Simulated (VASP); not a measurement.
# MoS2 (C2/m) in VASP: further runs, part 2 of 2

VASP 6.6.1.

**3. Single point, PBEsol+D3(BJ) (the part above a cut slid along it)**

The input, INCAR:

```
  ALGO = Fast
  EDIFF = 1E-7
  ENCUT = 520
  GGA = PS
  ISIF = 2
  ISMEAR = 0
  IVDW = 12
  LASPH = T
  LCHARG = F
  LREAL = F
  LWAVE = F
  NBANDS = 49
  NELM = 80
  PREC = Accurate
  SIGMA = 0.15
```

The input, KPOINTS:

```
k-points
0
Gamma
  14 14 3
```

The input, POSCAR:

```
MoS2
1.0
   -3.0798097231      0.0000000000      0.0000000000
   -1.5399048616     -2.6671934590      0.0000000000
   -1.3859143754     -0.8001580377     17.7411508765
Mo S
3 6
Direct
    0.6176628766      0.6176628766      0.1633459667
    0.7549418390     -0.2450581610      0.8168605366
    0.1863023578      0.1863023578      0.4901032517
    0.3943879929      0.3943879929      0.9075955793
    0.8257485117     -0.1742514883      0.5808382944
    0.2571090305      0.2571090305      0.2540810095
    0.5468562040      0.5468562040      0.3993682090
    0.9782167228     -0.0217832772      0.0726109240
    0.1154956852      0.1154956852      0.7261254939
```

Potentials or basis: VASP PAW PBE potentials, release 64 (Mo_sv, S).

Launch:

```
> cat potpaw_PBE.64/Mo_sv/POTCAR potpaw_PBE.64/S/POTCAR > POTCAR
> mpirun -np 1 vasp_std > vasp.out
```

OUTCAR:

```text
EDIFF = 1E-7
   ENCUT = 520
   GGA = PS
   ISIF = 2
   ISMEAR = 0
   IVDW = 12
   LASPH = T
   LREAL = F
   NELM = 80
   PREC = Accurate
 IVDW          = 12

 ion  position               nearest neighbor table
   1  0.618  0.618  0.163-   8 2.40   8 2.40   8 2.40   6 2.40   6 2.40   6 2.40
   2  0.755  0.755  0.817-   4 2.40   9 2.40   9 2.40   4 2.40   4 2.40   9 2.40
   3  0.186  0.186  0.490-   5 2.40   7 2.40   7 2.40   5 2.40   5 2.40   7 2.40
   4  0.394  0.394  0.908-   2 2.40   2 2.40   2 2.40
   5  0.826  0.826  0.581-   3 2.40   3 2.40   3 2.40
   6  0.257  0.257  0.254-   1 2.40   1 2.40   1 2.40
   7  0.547  0.547  0.399-   3 2.40   3 2.40   3 2.40
   8  0.978  0.978  0.073-   1 2.40   1 2.40   1 2.40
   9  0.115  0.115  0.726-   2 2.40   2 2.40   2 2.40

  LATTYP: Found a base centered monoclinic cell.
 ALAT       =     5.3343869181
 B/A-ratio  =     0.5773502692
 C/A-ratio  =     3.3393119166
 COS(beta)  =    -0.0898388673

  Lattice vectors:

 A1 = (   3.0798097231,   0.0000000000,   0.0000000000)
[... 202 lines left out ...]
  band No.  band energies     occupation
      1     -52.6628      2.00000
      2     -52.6628      2.00000
      3     -52.6088      2.00000
      4     -26.8413      2.00000
      5     -26.8412      2.00000
      6     -26.7900      2.00000
[... 1237 lines left out ...]
     48      11.7895      0.00000
     49      12.3475      0.00000

 [... further k-points ...]

------------------------ aborting loop because EDIFF is reached ----------------------------------------

 Edisp (eV)   -3.65496

 E8    (eV) :    -2.2961

  FORCE on cell =-STRESS in cart. coord.  units (eV):
  Direction    XX          YY          ZZ          XY          YZ          ZX
  --------------------------------------------------------------------------------------
  -------------------------------------------------------------------------------------
  Total       0.15890     0.20205    -0.58137    -0.03737    -0.01777    -0.03078
  in kB       1.74690     2.22136    -6.39149    -0.41089    -0.19540    -0.33844
  external pressure =       -0.81 kB  Pullay stress =        0.00 kB

 VOLUME and BASIS-vectors are now :
 -----------------------------------------------------------------------------
  energy-cutoff  :      520.00
  volume of cell :      145.73
      direct lattice vectors                 reciprocal lattice vectors
    -3.079809723  0.000000000  0.000000000    -0.324695384  0.187462967 -0.016909839
    -1.539904862 -2.667193459  0.000000000     0.000000000 -0.374925934 -0.016909839
    -1.385914375 -0.800158038 17.741150877     0.000000000  0.000000000  0.056366129

 POSITION                                       TOTAL-FORCE (eV/Angst)
 -----------------------------------------------------------------------------------
     -3.07981     -1.77813      2.89795        -0.001758     -0.001015     -0.181406
     -4.61971     -2.66719     14.49205         0.001758      0.001015      0.181406
     -1.53990     -0.88906      8.69500         0.000000      0.000000      0.000000
     -3.07981     -1.77813     16.10179         0.008098      0.004675      0.020293
     -4.61971     -2.66719     10.30474         0.000208      0.000120      0.011145
     -1.53990     -0.88906      4.50769         0.000482      0.000278      0.070321
     -3.07981     -1.77813      7.08525        -0.000208     -0.000120     -0.011145
     -4.61971     -2.66719      1.28820        -0.008098     -0.004675     -0.020293
     -1.53990     -0.88906     12.88230        -0.000482     -0.000278     -0.070321
 -----------------------------------------------------------------------------------
    total drift:                                0.000004      0.000002     -0.000043

  FREE ENERGIE OF THE ION-ELECTRON SYSTEM (eV)
  ---------------------------------------------------
  free  energy   TOTEN  =       -71.4608264156 eV

  energy  without entropy=      -71.4379286152  energy(sigma->0) =      -71.44937752
```

stdout:

```text
POSCAR found type information on POSCAR MoS
 POSCAR found :  2 types and       9 ions
 scaLAPACK will be used
 -----------------------------------------------------------------------------
|                                                                             |
|                                                                             |
|     You enforced a specific xc type in the INCAR file but a different       |
|     I HOPE YOU KNOW WHAT YOU ARE DOING!                                     |
|                                                                             |
 -----------------------------------------------------------------------------

 LDA part: xc-table for (Slater+PW92), standard interpolation
 POSCAR, INCAR and KPOINTS ok, starting setup
 FFT: planning ... GRIDC
 FFT: planning ... GRID_SOFT
 FFT: planning ... GRID
 WAVECAR not read
 entering main loop
```

Wall time 35 min (1 thread of Oxide Virtual Turin-like, shared host); peak memory 0.84 GiB.

Results:

```yaml
Free_energy: -71.4608 eV
Pressure: -0.1 GPa
Largest_force: 0.181 eV/Å
Band_gap_on_the_k_mesh: zero (bands 39 and 40 overlap by 0.57 eV)
Dispersion_energy_per_atom: -0.406 eV
```

Forces on the atoms (eV/Å):
```
Mo  -0.002 -0.001 -0.181
Mo   0.002  0.001  0.181
Mo   0.000  0.000  0.000
S    0.008  0.005  0.020
S    0.000  0.000  0.011
S    0.000  0.000  0.070
S    0.000  0.000 -0.011
S   -0.008 -0.005 -0.020
S    0.000  0.000 -0.070
```

Stress tensor (GPa, compression positive):
```
 0.17 -0.04 -0.03
-0.04  0.22 -0.02
-0.03 -0.02 -0.64
```

Levels at points of the mesh, in eV from the Fermi level:
| k point | band 36 | band 37 | band 38 | band 39 | band 40 | band 41 | band 42 | band 43 |
| --- | --- | --- | --- | --- | --- | --- | --- | --- |
| (0.00, 0.00, 0.00) | -0.72 | -0.72 | -0.34 | -0.15 | 0.05 | 0.06 | 0.10 | 0.12 |
| (0.50, 0.00, 0.00) | -2.13 | -1.57 | -1.47 | -1.14 | 1.60 | 1.60 | 1.66 | 1.96 |
| (0.50, 0.50, 0.00) | -2.03 | -1.64 | -1.33 | -1.21 | 1.60 | 1.60 | 1.66 | 1.86 |

Caveat: the cell differs from its parent crystal (the part above a cut slid along it); the PAW data sets were made with another functional, which shifts forces and pressure a little.
